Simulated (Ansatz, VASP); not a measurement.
# CsPbBr3: VASP beside Ansatz

```
CELL_PARAMETERS angstrom
6.00239 0.00000 0.00000
0.00000 5.94296 0.00000
0.00000 0.00000 5.94296
ATOMIC_POSITIONS crystal
Cs 0.00000 0.00000 0.00000
Pb 0.50000 0.50000 0.50000
Br 0.50000 0.50000 0.00000
Br 0.50000 0.00000 0.50000
Br 0.00000 0.50000 0.50000
```

Change from the starting cell: uniaxial_x strain +1.0%.

Alike in both runs: task single point; functional r2SCAN; k mesh 4 × 4 × 4; no spin polarisation.

|  | VASP | Ansatz |
| --- | --- | --- |
| version | VASP 6.6.1 | Ansatz 0.2.0 |
| potentials or method | VASP PAW PBE potentials, release 64 (Cs_sv, Pb_d, Br) | plane waves, PAW |
| plane-wave cutoff (eV) | 520 | 500 |
| occupations | gaussian, width 0.01 eV | fixed |
| valence electrons in the cell | 44 | 44 |

```tsv
	VASP	Ansatz	Ansatz less VASP
gap on the k mesh at the Fermi level (eV)	2.05	2.04	-0.012
pressure (GPa)	-0.2	-0.2	0.00
traceless stress, the component that is largest in VASP (GPa)	-0.27	-0.27	0.000
```

VASP's potentials were made for PBE, not for r2SCAN.

Neither program's run includes spin-orbit coupling.
